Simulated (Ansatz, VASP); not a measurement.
## Bi2S3: VASP beside Ansatz

```
Bi S
1.0
    11.83613    0.00000    0.00000
     0.00000    4.01931    0.00000
     0.00000    0.00000   11.18560
Bi S
8 12
Direct
  0.47915 0.25000 0.32688
  0.02085 0.75000 0.82688
  0.97915 0.25000 0.17312
  0.52085 0.75000 0.67312
  0.34557 0.75000 0.03234
  0.15443 0.25000 0.53234
  0.84557 0.75000 0.46766
  0.65443 0.25000 0.96766
  0.28988 0.25000 0.19034
  0.21012 0.75000 0.69034
  0.78988 0.25000 0.30966
  0.71012 0.75000 0.80966
  0.54676 0.75000 0.12996
  0.95324 0.25000 0.62996
  0.04676 0.75000 0.37004
  0.45324 0.25000 0.87004
  0.37760 0.75000 0.44605
  0.12240 0.25000 0.94605
  0.87760 0.75000 0.05395
  0.62240 0.25000 0.55395
```

Alike in both runs: functional PBE; k mesh 2 × 6 × 2; occupations fermi-dirac, width 0.02 eV; no spin polarisation.

Ansatz relaxed the structure, and its values are those at the end. VASP's run is a single point on that final structure, the one shown.

|  | VASP | Ansatz |
| --- | --- | --- |
| version | VASP 6.6.1 | Ansatz 0.2.0 |
| potentials or method | VASP PAW PBE potentials, release 64 (Bi_d, S), cutoff 520 eV | PAW plane waves |
| valence electrons in the cell | 192 | 192 |

Ansatz gave:

| Item | Value |
| --- | --- |
| gap on the k mesh at the Fermi level (eV) | 1.50 |
| pressure (GPa) | 0.0 |
| rms of the force components (eV/Å) | 0.002 |

Q: Which values does VASP return?

A: gap on the k mesh at the Fermi level (eV): 1.50; pressure (GPa): -0.1; rms of the force components (eV/Å): 0.006.

The functional is the same, so the differences come from potentials, cutoffs and numerics.

Neither program's run includes spin-orbit coupling.
